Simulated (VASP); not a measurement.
# KI (P1) in VASP: further runs

KI is run at these levels: PBEsol; tasks: single point.

Everything below comes from runs of VASP 6.6.1. Logs are shortened: lines on timing, memory, paths and dates and some standing lists are left out, and cuts for length are marked.

## 1. The cell of the first run

The typed cell holds 8 atoms: a = 8.582 Å, b = 8.582 Å, c = 4.291 Å, α = 90.00°, β = 90.00°, γ = 90.00°.

## 2. Single point, PBEsol

INCAR reads:

```
SYSTEM = KI
PREC = Accurate ; ENCUT = 400
EDIFF = 1E-6 ; ISMEAR = -1
SIGMA = 0.1 ; LREAL = .False.
LASPH = .True. ; NELM = 120
ALGO = Normal ; ISIF = 2
LWAVE = .False. ; LCHARG = .False.
GGA = PS ; NBANDS = 42
GGA_COMPAT = .False.
```

KPOINTS reads:

```
Automatic mesh
0
Gamma
  1 1 2
  0 0 0
```

POSCAR reads:

```
KI
1.0
    8.5823940000      0.0000000000      0.0000000000
    0.0000000000      8.5823940000      0.0000000000
    0.0000000000      0.0000000000      4.2911970000
K I
4 4
Direct
    0.0223949168     -0.0190607656     -0.0936102444
    0.0498985481      0.5339278295     -0.0441823109
    0.4329860643     -0.0211746280      0.0610976378
    0.5341274241      0.5049761174      0.0449070504
    0.2594468397      0.2778403089      0.5133061941
    0.2452621029      0.7034834336      0.5175159751
    0.7651078475      0.2676064511      0.4785200959
    0.7180421920      0.7514800649      0.5004512727
```

Potentials or basis: VASP PAW PBE potentials, release 64 (K_sv, I).

Launch:

```console
$ cat potpaw_PBE.64/K_sv/POTCAR potpaw_PBE.64/I/POTCAR > POTCAR
$ mpirun -np 1 vasp_std > vasp.out
```

OUTCAR:

```text
SYSTEM = KI
   PREC = Accurate
   ENCUT = 400
   EDIFF = 1E-6
   ISMEAR = -1
   LREAL = .False.
   LASPH = .True.
   NELM = 120
   ISIF = 2
   GGA = PS

 ion  position               nearest neighbor table
   1  0.022  0.981  0.906-   6 3.48   3 3.59   5 3.67
   2  0.050  0.534  0.956-   6 2.91   6 3.28   5 3.42
   3  0.433  0.979  0.061-   6 3.47   5 3.55   1 3.59   8 3.65
   4  0.534  0.505  0.045-   8 3.28   7 3.40   8 3.53   6 3.63   5 3.66
   5  0.259  0.278  0.513-   2 3.42   3 3.55   4 3.66   1 3.67
   6  0.245  0.703  0.518-   2 2.91   2 3.28   3 3.47   1 3.48   4 3.63
   7  0.765  0.268  0.479-   4 3.40
   8  0.718  0.751  0.500-   4 3.28   4 3.53   3 3.65

  LATTYP: Found a simple tetragonal cell.
 ALAT       =     8.5823940000
 C/A-ratio  =     0.5000000000

  Lattice vectors:

 A1 = (   8.5823940000,   0.0000000000,   0.0000000000)
 A2 = (   0.0000000000,   8.5823940000,   0.0000000000)
 A3 = (   0.0000000000,   0.0000000000,   4.2911970000)

Analysis of symmetry for initial positions (statically):
=====================================================================
 Subroutine PRICEL returns:
 Original cell was already a primitive cell.

 Routine SETGRP: Setting up the symmetry group for a
 simple tetragonal supercell.

 Subroutine GETGRP returns: Found  1 space group operations
 (whereof  1 operations were pure point group operations)
 out of a pool of 16 trial point group operations.

The static configuration has the point symmetry C_1 .

Analysis of symmetry for dynamics (positions and initial velocities):
=====================================================================
 Subroutine PRICEL returns:
 Original cell was already a primitive cell.

 Routine SETGRP: Setting up the symmetry group for a
 simple tetragonal supercell.

 Subroutine GETGRP returns: Found  1 space group operations
 (whereof  1 operations were pure point group operations)
 out of a pool of 16 trial point group operations.

The dynamic configuration has the point symmetry C_1 .

 Subroutine INISYM returns: Found  1 space group operations
 (whereof  1 operations are pure point group operations),
 and found     1 'primitive' translations

----------------------------------------------------------------------------------------

                                     Primitive cell

  volume of cell :     316.0788

  direct lattice vectors                    reciprocal lattice vectors
     8.582394000  0.000000000  0.000000000     0.116517606  0.000000000  0.000000000
     0.000000000  8.582394000  0.000000000     0.000000000  0.116517606  0.000000000
     0.000000000  0.000000000  4.291197000     0.000000000  0.000000000  0.233035211

  length of vectors
     8.582394000  8.582394000  4.291197000     0.116517606  0.116517606  0.233035211

  position of ions in fractional coordinates (direct lattice)
     0.022394917  0.980939234  0.906389756
     0.049898548  0.533927830  0.955817689
     0.432986064  0.978825372  0.061097638
     0.534127424  0.504976117  0.044907050
     0.259446840  0.277840309  0.513306194
     0.245262103  0.703483434  0.517515975
     0.765107847  0.267606451  0.478520096
     0.718042192  0.751480065  0.500451273

  ion indices of the primitive-cell ions
   primitive index   ion index
                 1           1
                 2           2
                 3           3
                 4           4
                 5           5
                 6           6
                 7           7
                 8           8

----------------------------------------------------------------------------------------

 KPOINTS: Automatic mesh

Automatic generation of k-mesh.
 Grid dimensions read from file:
 generate k-points for:    1    1    2

 Generating k-lattice:

  Cartesian coordinates                     Fractional coordinates (reciprocal lattice)
     0.116517606  0.000000000  0.000000000     1.000000000  0.000000000  0.000000000
     0.000000000  0.116517606  0.000000000     0.000000000  1.000000000  0.000000000
     0.000000000  0.000000000  0.116517606     0.000000000  0.000000000  0.500000000

  Length of vectors
     0.116517606  0.116517606  0.116517606

  Shift w.r.t. Gamma in fractional coordinates (k-lattice)
     0.000000000  0.000000000  0.000000000

 Subroutine IBZKPT returns following result:
 ===========================================

 Found      2 irreducible k-points:

 Following reciprocal coordinates:
            Coordinates               Weight
  0.000000  0.000000  0.000000      1.000000
  0.000000  0.000000  0.500000      1.000000
   k-points           NKPTS =      2   k-points in BZ     NKDIM =      2   number of bands    NBANDS=     42
   number of dos      NEDOS =    301   number of ions     NIONS =      8
   total plane-waves  NPLWV =  87808
   dimension x,y,z NGX =    56 NGY =   56 NGZ =   28
   dimension x,y,z NGXF=   112 NGYF=  112 NGZF=   56
   ions per type =               4   4
   NGX,Y,Z   is equivalent  to a cutoff of  10.85, 10.85, 10.85 a.u.
   NGXF,Y,Z  is equivalent  to a cutoff of  21.70, 21.70, 21.70 a.u.
 SYSTEM =  KI
   PREC   = accura    normal or accurate (medium, high low for compatibility)
   ISTART =      0    job   : 0-new  1-cont  2-samecut
   ICHARG =      2    charge: 1-file 2-atom 10-const
   ISPIN  =      1    spin polarized calculation?
   LNONCOLLINEAR =      F non collinear calculations
   LSORBIT =      F    spin-orbit coupling
   LASPH  =      T    aspherical Exc in radial PAW
   ENCUT  =  400.0 eV  29.40 Ry    5.42 a.u.  14.00 14.00  7.00*2*pi/ulx,y,z
   NELM   =    120;   NELMIN=  2; NELMDL= -5     # of ELM steps
   EDIFF  = 0.1E-05   stopping-criterion for ELM
   LREAL  =      F    real-space projection
   EDIFFG = 0.1E-04   stopping-criterion for IOM
   NSW    =      0    number of steps for IOM
   IBRION =     -1    ionic relax: 0-MD 1-quasi-New 2-CG
   NFREE  =      0    steps in history (QN), initial steepest desc. (CG)
   ISIF   =      2    stress and relaxation
   ISYM   =      2    0-nonsym 1-usesym 2-fastsym
   POTIM  = 0.5000    time-step for ionic-motion
   TEBEG  =    0.0;   TEEND  =   0.0 temperature during run
   PSTRESS=    0.0 pullay stress
   NELECT =      64.0000    total number of electrons
   NUPDOWN=      -1.0000    fix difference up-down
   EMIN   =  10.00;   EMAX   =-10.00  energy-range for DOS
   EFERMI =   0.00;   METHOD = LEGACY
   ISMEAR =    -1;   SIGMA  =   0.10  broadening in eV -4-tet -1-fermi 0-gaus
   EFERMI_NEDOS =   21; number of points for ismear=-14 and -15
   IALGO  =     38    algorithm
   IMIX   =      4    mixing-type and parameters
     AMIX     =   0.40;   BMIX     =  1.00
     AMIX_MAG =   1.60;   BMIX_MAG =  1.00
  volume/ion in A,a.u.               =      39.51       266.63
  Fermi-wavevector in a.u.,A,eV,Ry     =   0.961324  1.816639 12.573736  0.924143
  Thomas-Fermi vector in A             =   2.090686
   LORBIT       =      0    0 simple, 1 ext, 2 COOP (PROOUT), +10 PAW based schemes
   GGA     = PS    functional components
   LHFCALC =     F    Hartree Fock is set to
   AEXX    =    0.0000 exact exchange contribution
   IVDW    =     0    specifies the selected vdW correction
   LEPSILON=     F    determine dielectric tensor
   LRPA    =     F    only Hartree local field effects (RPA)
 non-spin polarized calculation
  energy-cutoff  :      400.00
  volume of cell :      316.08
 maximum number of plane-waves:      5798
 NGX is ok and might be reduce to    54
   NGX = 27   NGY = 27   NGZ = 13

 number of electron      63.9999994 magnetization

 Free energy of the ion-electron system (eV)
  ---------------------------------------------------
  ext. energy  EPLUGINS =         0.00000000
  ---------------------------------------------------
  free energy    TOTEN  =       -20.25912336 eV

  energy without entropy =      -20.25909690  energy(sigma->0) =      -20.25911013

 E-fermi :   2.7448     XC(G=0):  -7.7616

 val. band max:        1.5801370240   @ k =   0.0000   0.0000   0.0000
 cond. band min:       3.8929786884   @ k =   0.0000   0.0000   0.0000
 fundamental gap:      2.3128416644
 Fermi energy:         2.7447893493

 k-point     1 :       0.0000    0.0000    0.0000
  band No.  band energies     occupation
      1     -29.0545      2.00000
      2     -28.8694      2.00000
      3     -28.3013      2.00000
      4     -28.0455      2.00000
      5     -12.7025      2.00000
      6     -12.6236      2.00000
[... 34 lines left out ...]
     41       6.8981      0.00000
     42       7.3313      0.00000

 k-point     2 :       0.0000    0.0000    0.5000
  band No.  band energies     occupation
      1     -29.0501      2.00000
      2     -28.8649      2.00000
      3     -28.2953      2.00000
      4     -28.0405      2.00000
      5     -12.6794      2.00000
      6     -12.6577      2.00000
[... 34 lines left out ...]
     41       6.8522      0.00000
     42       7.2713      0.00000

------------------------ aborting loop because EDIFF is reached ----------------------------------------

  FORCE on cell =-STRESS in cart. coord.  units (eV):
  Direction    XX          YY          ZZ          XY          YZ          ZX
  --------------------------------------------------------------------------------------
  -------------------------------------------------------------------------------------
  Total        4.5889437      4.9423004      5.4485748      1.2903014     -0.7121412     -1.0541802
  in kB       23.2609777     25.0521134     27.6183766      6.5404317     -3.6097851     -5.3435527
  external PRESSURE =      25.3104893 kB  Pullay stress =       0.0000000 kB

 VOLUME and BASIS-vectors are now :
 -----------------------------------------------------------------------------
  energy-cutoff  :      400.00
  volume of cell :      316.08
      direct lattice vectors                 reciprocal lattice vectors
     8.582394000  0.000000000  0.000000000     0.116517606  0.000000000  0.000000000
     0.000000000  8.582394000  0.000000000     0.000000000  0.116517606  0.000000000
     0.000000000  0.000000000  4.291197000     0.000000000  0.000000000  0.233035211

 POSITION                                       TOTAL-FORCE (eV/Angst)
 -----------------------------------------------------------------------------------
      0.19220      8.41881      3.88950        -0.583150      0.420873     -0.025103
      0.42825      4.58238      4.10160        -1.147896     -1.073076      0.684911
      3.71606      8.40066      0.26218         0.562950      0.225371     -0.026984
      4.58409      4.33390      0.19270         0.092834     -0.346452     -0.195174
      2.22668      2.38454      2.20270         0.113585     -0.791162      0.057920
      2.10494      6.03757      2.22076         0.536260      1.284384     -0.590985
      6.56646      2.29670      2.05342         0.284179     -0.205318     -0.059328
      6.16252      6.44950      2.14754         0.141239      0.485381      0.154745
 -----------------------------------------------------------------------------------
    total drift:                                0.000194      0.000360      0.000185

  FREE ENERGIE OF THE ION-ELECTRON SYSTEM (eV)
  ---------------------------------------------------
  free  energy   TOTEN  =       -20.2591233644 eV

  energy  without entropy=      -20.2590968985  energy(sigma->0) =      -20.25911013
```

Run time: 20 s. Hardware: 1 thread of Intel Xeon 6975P-C (Granite Rapids), shared host; peak memory 0.27 GiB.

Results:

* Free energy: -20.2591 eV
* Pressure: 2.5 GPa
* Largest force: 1.714 eV/Å
* Band gap on the k mesh: 2.31 eV

Forces in eV/Å, atoms in the order of the input:
```
K   -0.583  0.421 -0.025
K   -1.148 -1.073  0.685
K    0.563  0.225 -0.027
K    0.093 -0.346 -0.195
I    0.114 -0.791  0.058
I    0.536  1.284 -0.591
I    0.284 -0.205 -0.059
I    0.141  0.485  0.155
```

Caveat: the k points lie up to 0.73 Å⁻¹ apart; the PAW data sets were made with another functional, which shifts forces and pressure a little; spin-orbit coupling is left out, which moves the levels of the heavy elements.

## 3. Single point, PBEsol

INCAR reads:

```
SYSTEM = KI
ALGO     = Normal         ! electronic algorithm
EDIFF    = 1E-6           ! SCF threshold, eV
ENCUT    = 400            ! plane-wave cutoff, eV
GGA      = PS             ! functional
GGA_COMPAT= .False.      
ISIF     = 2              ! what is computed and relaxed
ISMEAR   = -1             ! smearing method
LASPH    = .True.         ! aspherical terms in the spheres
LCHARG   = .True.         ! write CHGCAR
LELF     = .True.         ! ELF
LREAL    = .False.        ! projectors in reciprocal space
LVHAR    = .True.       
LWAVE    = .False.        ! write WAVECAR
NBANDS   = 42             ! bands
NELM     = 120            ! most SCF steps
PREC     = Accurate       ! precision mode
SIGMA    = 0.1            ! smearing width, eV
```

KPOINTS reads:

```
k-points
0
Gamma
  1 1 2
  0 0 0
```

POSCAR reads:

```
KI
1.0
    8.5823940000      0.0000000000      0.0000000000
    0.0000000000      8.5823940000      0.0000000000
    0.0000000000      0.0000000000      4.2911970000
K I
4 4
Direct
   -0.0001186149     -0.0071894858     -0.1927709215
    0.0216113360      0.4940711182     -0.0003097038
    0.4102584896     -0.0254484937      0.1158487946
    0.5698150190      0.4855095210      0.0530353186
    0.2720152442      0.2844002501      0.5303760233
    0.2492045926      0.6870670351      0.5129717885
    0.7881905678      0.2795377374      0.4549026763
    0.6901070960      0.7653415818      0.5092043083
```

Potentials or basis: VASP PAW PBE potentials, release 64 (K_sv, I).

Launch:

```console
$ cat potpaw_PBE.64/K_sv/POTCAR potpaw_PBE.64/I/POTCAR > POTCAR
$ mpirun -np 1 vasp_std > vasp.out
```

Run time: 19 s. Hardware: 1 thread of Intel Xeon 6975P-C (Granite Rapids), shared host; peak memory 0.27 GiB.

Results (log left out):

* Free energy: -20.4890 eV
* Pressure: 2.7 GPa
* Largest force: 1.195 eV/Å
* Band gap on the k mesh: 2.76 eV (least direct gap 2.86 eV)

Forces in eV/Å, atoms in the order of the input:
```
K   -0.253  0.029 -0.041
K    0.013 -0.092  0.008
K    0.368  0.063 -0.187
K   -0.613  0.112 -0.448
I    0.198 -1.153  0.245
I   -0.460  0.970  0.038
I    0.412 -0.422  0.139
I    0.336  0.494  0.247
```

Stress tensor (GPa, compression positive):
```
 2.62  0.12  0.25
 0.12  2.75 -0.47
 0.25 -0.47  2.85
```

Levels at points of the mesh, in eV from the valence-band top:
```csv
k point,band 29,band 30,band 31,band 32,band 33,band 34,band 35,band 36
"(0.00, 0.00, 0.00)",-0.42,-0.34,-0.16,-0.10,2.76,3.76,4.33,4.65
"(0.00, 0.00, 0.50)",-0.53,-0.42,-0.14,0.00,3.46,3.84,4.76,4.85
```

Caveat: the k points lie up to 0.73 Å⁻¹ apart; the PAW data sets were made with another functional, which shifts forces and pressure a little; spin-orbit coupling is left out, which moves the levels of the heavy elements; an odd mesh through Γ misses points on the zone boundary, where band edges can lie.

## 4. Single point, PBEsol

INCAR reads:

```
PREC = Accurate ; ENCUT = 400
EDIFF = 1E-6 ; ISMEAR = -1
SIGMA = 0.1 ; LREAL = False
LASPH = True ; NELM = 120
ALGO = Normal ; ISIF = 2
LWAVE = False ; LCHARG = True
GGA = PS ; LELF = True
LVHAR = True ; NBANDS = 42
GGA_COMPAT = False
```

KPOINTS reads:

```
regular mesh
0
Gamma
  1 1 2
```

POSCAR reads:

```
KI
1.0
    8.5823940000      0.0000000000      0.0000000000
    0.0000000000      8.5823940000      0.0000000000
    0.0000000000      0.0000000000      4.2911970000
K I
4 4
Direct
   -0.0361752210      0.0039099813     -0.2782279630
   -0.0031402660      0.4522996730      0.0391205531
    0.4174429652     -0.0235554322      0.1362514935
    0.5633672842      0.4723006192      0.0050538346
    0.2868253310      0.2664073684      0.5552702428
    0.2457858495      0.6950618907      0.5048498123
    0.8121799116      0.2804517015      0.4428249274
    0.6732338320      0.7873617781      0.5271869364
```

Launch:

```console
$ cat potpaw_PBE.64/K_sv/POTCAR potpaw_PBE.64/I/POTCAR > POTCAR
$ mpirun -np 1 vasp_std > vasp.out
```

Run time: 20 s. Hardware: 1 thread of Intel Xeon 6975P-C (Granite Rapids), shared host; peak memory 0.27 GiB.

The run converged. Its results:

```yaml
Free_energy: -20.1354 eV
Pressure: 3.8 GPa
Largest_force: 2.553 eV/Å
Band_gap_on_the_k_mesh: 2.64 eV
```

Forces in eV/Å, atoms in the order of the input:
```
K    0.655 -0.850  0.458
K    1.737  1.414 -1.224
K    0.024 -0.008 -0.482
K   -0.577  0.284 -0.102
I    0.118 -0.505  0.402
I   -0.791  0.170  0.031
I   -1.537 -0.442  0.709
I    0.371 -0.063  0.208
```

Stress tensor (GPa, compression positive):
```
 3.80  0.58 -0.28
 0.58  3.50 -1.74
-0.28 -1.74  4.20
```

Levels at points of the mesh, in eV from the valence-band top:
| k point | band 29 | band 30 | band 31 | band 32 | band 33 | band 34 | band 35 | band 36 |
| --- | --- | --- | --- | --- | --- | --- | --- | --- |
| (0.00, 0.00, 0.00) | -0.53 | -0.35 | -0.27 | 0.00 | 2.64 | 3.87 | 4.29 | 4.47 |
| (0.00, 0.00, 0.50) | -1.08 | -0.89 | -0.15 | -0.14 | 3.42 | 3.82 | 4.49 | 4.69 |

Caveat: the k points lie up to 0.73 Å⁻¹ apart; the PAW data sets were made with another functional, which shifts forces and pressure a little; spin-orbit coupling is left out, which moves the levels of the heavy elements.

## 5. Overview

| cell | gap on the mesh (eV) | pressure (GPa) | largest force (eV/Å) |
| --- | --- | --- | --- |
| as given, atomic positions A | 2.31 | 2.5 | 1.71 |
| as given, atomic positions B | 2.76 | 2.7 | 1.20 |
| as given, atomic positions C | 2.64 | 3.8 | 2.55 |

Alike in all rows: task single point; level PBEsol; potentials or basis VASP PAW PBE potentials, release 64 (K_sv, I); no spin polarisation; k mesh 1 × 1 × 2; cutoff (eV) 400; smearing fermi-dirac 0.1 eV.

Caveats: all runs use coarse meshes; the PAW data sets were made with another functional, which shifts forces and pressure a little; spin-orbit coupling is left out, which moves the levels of the heavy elements; an odd mesh through Γ misses points on the zone boundary, where band edges can lie (at least some runs).

Total energies depend on the potentials used, so only differences within one code and one set of settings carry meaning.
